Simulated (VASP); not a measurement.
# Mo (Im-3m) in VASP: a series of runs

Runs on Mo. Level: PBE. Tasks: electric field gradients.

Program: VASP 6.6.1. These are calculated values, not measurements. Logs are shortened: lines on timing, memory, paths and dates and some standing lists are left out, and cuts for length are marked.

## Step 1: The cell of the first run

It takes space group Im-3m (No. 229, cubic). Conventional cell: a = 3.100 Å, b = 3.100 Å, c = 3.100 Å, α = 90.00°, β = 90.00°, γ = 90.00°. Mo (site symmetry m-3m) has 14 Mo at 2.68 to 3.10 Å within 3.5 Å.

## Step 2: Electric field gradients, PBE (volume scaled by 0.96)

Input file INCAR:

```
PREC = Accurate
ENCUT = 520
EDIFF = 1E-8
ISMEAR = -1
SIGMA = 0.05
LREAL = F
LASPH = T
NELM = 100
ALGO = Normal
ISIF = 2
LWAVE = F
LCHARG = F
GGA = PE
LEFG = T
NBANDS = 13
```

Input file KPOINTS:

```
regular mesh
0
Gamma
  16 16 16
```

Input file POSCAR:

```
Mo
1.0
   -1.5497676675      1.5497676675      1.5497676675
    1.5497676675     -1.5497676675      1.5497676675
    1.5497676675      1.5497676675     -1.5497676675
Mo
1
Direct
    0.0000000000      0.0000000000      0.0000000000
```

Potentials or basis: VASP PAW PBE potentials, release 64 (Mo_sv).

Run with:

```bash
> cat potpaw_PBE.64/Mo_sv/POTCAR > POTCAR
> mpirun -np 1 vasp_std > vasp.out
```

OUTCAR:

```text
PREC = Accurate
   ENCUT = 520
   EDIFF = 1E-8
   ISMEAR = -1
   LREAL = F
   LASPH = T
   NELM = 100
   ISIF = 2
   GGA = PE

 ion  position               nearest neighbor table
   1  0.000  0.000  0.000-

  LATTYP: Found a body centered cubic cell.
 ALAT       =     3.0995353350

  Lattice vectors:

 A1 = (  -1.5497676675,   1.5497676675,   1.5497676675)
 A2 = (   1.5497676675,  -1.5497676675,   1.5497676675)
 A3 = (   1.5497676675,   1.5497676675,  -1.5497676675)

Analysis of symmetry for initial positions (statically):
=====================================================================
 Subroutine PRICEL returns:
 Original cell was already a primitive cell.

 Routine SETGRP: Setting up the symmetry group for a
 body centered cubic supercell.

 Subroutine GETGRP returns: Found 48 space group operations
 (whereof 48 operations were pure point group operations)
 out of a pool of 48 trial point group operations.

The static configuration has the point symmetry O_h .

Analysis of symmetry for dynamics (positions and initial velocities):
=====================================================================
 Subroutine PRICEL returns:
 Original cell was already a primitive cell.

 Routine SETGRP: Setting up the symmetry group for a
 body centered cubic supercell.

 Subroutine GETGRP returns: Found 48 space group operations
 (whereof 48 operations were pure point group operations)
 out of a pool of 48 trial point group operations.

The dynamic configuration has the point symmetry O_h .

 Subroutine INISYM returns: Found 48 space group operations
 (whereof 48 operations are pure point group operations),
 and found     1 'primitive' translations

----------------------------------------------------------------------------------------

                                     Primitive cell

  volume of cell :      14.8888

  direct lattice vectors                    reciprocal lattice vectors
    -1.549767668  1.549767668  1.549767668     0.000000000  0.322629005  0.322629005
     1.549767668 -1.549767668  1.549767668     0.322629005  0.000000000  0.322629005
     1.549767668  1.549767668 -1.549767668     0.322629005  0.322629005  0.000000000

  length of vectors
     2.684276340  2.684276340  2.684276340     0.456266314  0.456266314  0.456266314

  position of ions in fractional coordinates (direct lattice)
     0.000000000  0.000000000  0.000000000

  ion indices of the primitive-cell ions
   primitive index   ion index
                 1           1

----------------------------------------------------------------------------------------

 KPOINTS: regular mesh

Automatic generation of k-mesh.
 Grid dimensions read from file:
 generate k-points for:   16   16   16

 Generating k-lattice:

  Cartesian coordinates                     Fractional coordinates (reciprocal lattice)
     0.000000000  0.020164313  0.020164313     0.062500000  0.000000000  0.000000000
     0.020164313  0.000000000  0.020164313     0.000000000  0.062500000  0.000000000
     0.020164313  0.020164313  0.000000000     0.000000000  0.000000000  0.062500000

  Length of vectors
     0.028516645  0.028516645  0.028516645

  Shift w.r.t. Gamma in fractional coordinates (k-lattice)
     0.000000000  0.000000000  0.000000000

 Subroutine IBZKPT returns following result:
 ===========================================

 Found    145 irreducible k-points:

 Following reciprocal coordinates:
            Coordinates               Weight
  0.000000  0.000000  0.000000      1.000000
  0.062500  0.000000  0.000000     12.000000
  0.125000  0.000000  0.000000     12.000000
  0.187500  0.000000  0.000000     12.000000
  0.250000  0.000000  0.000000     12.000000
  0.312500  0.000000  0.000000     12.000000
[... 16 lines left out ...]
  0.187500  0.187500  0.000000     24.000000
  0.250000  0.187500 -0.000000     48.000000
 [... further k-points ...]
   k-points           NKPTS =    145   k-points in BZ     NKDIM =    145   number of bands    NBANDS=     13
   number of dos      NEDOS =    301   number of ions     NIONS =      1
   total plane-waves  NPLWV =   8000
   dimension x,y,z NGX =    20 NGY =   20 NGZ =   20
   dimension x,y,z NGXF=    40 NGYF=   40 NGZF=   40
   ions per type =               1
   NGX,Y,Z   is equivalent  to a cutoff of  12.39, 12.39, 12.39 a.u.
   NGXF,Y,Z  is equivalent  to a cutoff of  24.77, 24.77, 24.77 a.u.
 SYSTEM =  unknown system
   PREC   = accura    normal or accurate (medium, high low for compatibility)
   ISTART =      0    job   : 0-new  1-cont  2-samecut
   ICHARG =      2    charge: 1-file 2-atom 10-const
   ISPIN  =      1    spin polarized calculation?
   LNONCOLLINEAR =      F non collinear calculations
   LSORBIT =      F    spin-orbit coupling
   LASPH  =      T    aspherical Exc in radial PAW
   ENCUT  =  520.0 eV  38.22 Ry    6.18 a.u.   4.99  4.99  4.99*2*pi/ulx,y,z
   NELM   =    100;   NELMIN=  2; NELMDL= -5     # of ELM steps
   EDIFF  = 0.1E-07   stopping-criterion for ELM
   LREAL  =      F    real-space projection
   EDIFFG = 0.1E-06   stopping-criterion for IOM
   NSW    =      0    number of steps for IOM
   IBRION =     -1    ionic relax: 0-MD 1-quasi-New 2-CG
   NFREE  =      0    steps in history (QN), initial steepest desc. (CG)
   ISIF   =      2    stress and relaxation
   ISYM   =      2    0-nonsym 1-usesym 2-fastsym
   POTIM  = 0.5000    time-step for ionic-motion
   TEBEG  =    0.0;   TEEND  =   0.0 temperature during run
   PSTRESS=    0.0 pullay stress
   NELECT =      14.0000    total number of electrons
   NUPDOWN=      -1.0000    fix difference up-down
   EMIN   =  10.00;   EMAX   =-10.00  energy-range for DOS
   EFERMI =   0.00;   METHOD = LEGACY
   ISMEAR =    -1;   SIGMA  =   0.05  broadening in eV -4-tet -1-fermi 0-gaus
   EFERMI_NEDOS =   21; number of points for ismear=-14 and -15
   IALGO  =     38    algorithm
   IMIX   =      4    mixing-type and parameters
     AMIX     =   0.40;   BMIX     =  1.00
     AMIX_MAG =   1.60;   BMIX_MAG =  1.00
  volume/ion in A,a.u.               =      14.89       100.47
  Fermi-wavevector in a.u.,A,eV,Ry     =   1.603852  3.030841 34.998821  2.572341
  Thomas-Fermi vector in A             =   2.700449
   LORBIT       =      0    0 simple, 1 ext, 2 COOP (PROOUT), +10 PAW based schemes
   GGA     = PE    functional components
   LHFCALC =     F    Hartree Fock is set to
   AEXX    =    0.0000 exact exchange contribution
   IVDW    =     0    specifies the selected vdW correction
   LEPSILON=     F    determine dielectric tensor
   LRPA    =     F    only Hartree local field effects (RPA)
 non-spin polarized calculation
  energy-cutoff  :      520.00
  volume of cell :       14.89
 maximum number of plane-waves:       420
   NGX =  9   NGY =  9   NGZ =  9

 number of electron      13.9999997 magnetization

 Free energy of the ion-electron system (eV)
  ---------------------------------------------------
  ext. energy  EPLUGINS =         0.00000000
  ---------------------------------------------------
  free energy    TOTEN  =       -10.89337352 eV

  energy without entropy =      -10.88949123  energy(sigma->0) =      -10.89143238

 E-fermi :  13.4116     XC(G=0): -13.6661

 val. band max:       13.3751356032   @ k =  -0.1875   0.1875   0.0625
 cond. band min:      13.4244594368   @ k =  -0.1250   0.1250   0.1250
 fundamental gap:      0.0493238337
 Fermi energy:        13.4115987445

 k-point     1 :       0.0000    0.0000    0.0000
  band No.  band energies     occupation
      1     -47.8912      2.00000
      2     -21.0360      2.00000
      3     -21.0360      2.00000
      4     -21.0360      2.00000
      5       6.0048      2.00000
      6      11.9368      2.00000
      7      11.9368      2.00000
      8      11.9368      2.00000
      9      15.1470      0.00000
     10      15.1470      0.00000
     11      28.2937      0.00000
     12      28.2937      0.00000
     13      28.2937      0.00000

 k-point     2 :       0.0625    0.0000    0.0000
  band No.  band energies     occupation
      1     -47.8792      2.00000
      2     -21.1030      2.00000
      3     -21.0565      2.00000
      4     -21.0366      2.00000
      5       6.1878      2.00000
      6      11.8311      2.00000
      7      11.9190      2.00000
      8      12.1101      2.00000
      9      14.9879      0.00000
     10      15.1489      0.00000
     11      28.4364      0.00000
[... 339 lines left out ...]
 k-point    24 :       0.2500    0.1875   -0.0000
  band No.  band energies     occupation
      1     -47.6072      2.00000
      2     -22.3163      2.00000
      3     -21.5664      2.00000
      4     -21.1784      2.00000
      5       9.0269      2.00000
      6      10.2881      2.00000
      7      11.5531      2.00000
      8      14.5404      0.00000
      9      15.9917      0.00000
     10      18.3543      0.00000
     11      27.0992      0.00000
     12      28.6438      0.00000
     13      31.6759      0.00000

 [... further k-points ...]
[... 5 lines left out ...]
  --------------------------------------------------------------------------------------
  -------------------------------------------------------------------------------------
  Total        1.6453807      1.6453807      1.6453807      0.0000000      0.0000000      0.0000000
  in kB      177.0586731    177.0586731    177.0586731      0.0000000      0.0000000      0.0000000
  external PRESSURE =     177.0586731 kB  Pullay stress =       0.0000000 kB

 VOLUME and BASIS-vectors are now :
 -----------------------------------------------------------------------------
  energy-cutoff  :      520.00
  volume of cell :       14.89
      direct lattice vectors                 reciprocal lattice vectors
    -1.549767668  1.549767668  1.549767668     0.000000000  0.322629005  0.322629005
     1.549767668 -1.549767668  1.549767668     0.322629005  0.000000000  0.322629005
     1.549767668  1.549767668 -1.549767668     0.322629005  0.322629005  0.000000000

 POSITION                                       TOTAL-FORCE (eV/Angst)
 -----------------------------------------------------------------------------------
      0.00000      0.00000      0.00000         0.000000     -0.000000      0.000000
 -----------------------------------------------------------------------------------
    total drift:                                0.000000     -0.000000      0.000000

  FREE ENERGIE OF THE ION-ELECTRON SYSTEM (eV)
  ---------------------------------------------------
  free  energy   TOTEN  =       -10.8933735250 eV

  energy  without entropy=      -10.8894912345  energy(sigma->0) =      -10.89143238

 Electric field gradients (V/A^2)
---------------------------------------------------------------------
 ion       V_xx      V_yy      V_zz      V_xy      V_xz      V_yz
---------------------------------------------------------------------
   1      -0.000    -0.000    -0.000    -0.001    -0.001    -0.001
---------------------------------------------------------------------

 Electric field gradients after diagonalization (V/A^2)
 (convention: |V_zz| > |V_xx| > |V_yy|)
----------------------------------------------------------------------
 ion       V_xx      V_yy      V_zz     asymmetry (V_yy - V_xx)/ V_zz
----------------------------------------------------------------------
   1       0.001     0.001    -0.002       0.000
----------------------------------------------------------------------

           NMR quadrupolar parameters

 Cq : quadrupolar parameter    Cq=e*Q*V_zz/h
 eta: asymmetry parameters     (V_yy - V_xx)/ V_zz
 Q  : nuclear electric quadrupole moment in mb (millibarn)
----------------------------------------------------------------------
 ion       Cq(MHz)       eta       Q (mb)
----------------------------------------------------------------------
   1      -0.000       0.000       1.000
----------------------------------------------------------------------
```

It took 14 s on 1 thread of Intel Xeon 6975P-C, shared host; peak memory 0.14 GiB.

What came out:

- Free energy: -10.8934 eV
- Pressure: 17.7 GPa
- Band gap on the k mesh: zero (band 7 reaches 17.67 eV, above the bottom of band 8 at 11.94 eV)

Caveat: without QUAD_EFG the Cq values of the log hold for a quadrupole moment of 1 mb, not for the nuclei.

(Continued in part 2 of 2.)
